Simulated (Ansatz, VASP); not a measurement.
# One calculation of Al, two programs

File INCAR:

```
SYSTEM = Al
PREC     = Accurate       ! precision mode
ENCUT    = 500            ! plane-wave cutoff, eV
EDIFF    = 1E-6           ! SCF threshold, eV
ISMEAR   = 1              ! smearing method
SIGMA    = 0.3            ! smearing width, eV
LREAL    = .FALSE.        ! projectors in reciprocal space
LASPH    = .TRUE.         ! aspherical terms in the spheres
NELM     = 120            ! most SCF steps
ALGO     = Normal         ! electronic algorithm
ISIF     = 2              ! what is computed and relaxed
LWAVE    = .FALSE.        ! write WAVECAR
LCHARG   = .FALSE.        ! write CHGCAR
GGA      = PS             ! functional
NBANDS   = 8              ! bands
GGA_COMPAT= .FALSE.
```

Contents of KPOINTS:

```
regular mesh
0
G
  8 8 8
  0 0 0
```

The input POSCAR:

```
Al
1.0
    0.0000000000      2.0248050000      2.0248050000
    2.0248050000      0.0000000000      2.0248050000
    2.0248050000      2.0248050000      0.0000000000
Al
1
Direct
    0.0000000000      0.0000000000      0.0000000000
```

Input for Ansatz:

```yaml
crystal:
  lattice:
    - [0.0, 2.024805, 2.024805]
    - [2.024805, 0.0, 2.024805]
    - [2.024805, 2.024805, 0.0]
  atoms:
    - { symbol: Al, position: [0.0, 0.0, 0.0] }
kpoints:
  mp_grid:
    grid: [8, 8, 8]
hamiltonian:
  xc: pbesol
  pseudopotentials:
    kind: paw
scf:
  convergence:
    dr2_threshold: 1.0e-06
  occupations:
    method: cold
    width: 0.3
output:
  forces: true
  stress: true
  eigenvalues: true
```

Alike in both runs: task single point; functional PBEsol; k mesh 8 × 8 × 8; no spin polarisation.

|  | VASP | Ansatz |
| --- | --- | --- |
| version | VASP 6.6.1 | Ansatz 0.2.0 |
| potentials or method | VASP PAW PBE potentials, release 64 (Al) | plane waves, PAW |
| plane-wave cutoff (eV) | 500 | 420 |
| occupations | methfessel-paxton of order 1, width 0.3 eV | cold, width 0.3 eV |
| valence electrons in the cell | 3 | 3 |

```csv
,VASP,Ansatz,Ansatz less VASP
gap on the k mesh at the Fermi level (eV),none,none,-
pressure (GPa),-1.9,-1.9,+0.01
```

VASP's potentials were made for PBE, not for PBEsol. A gap of «none» marks a metal or a gap that the smearing closes. Ansatz's warnings: force scf threshold loose, stress scf threshold loose.
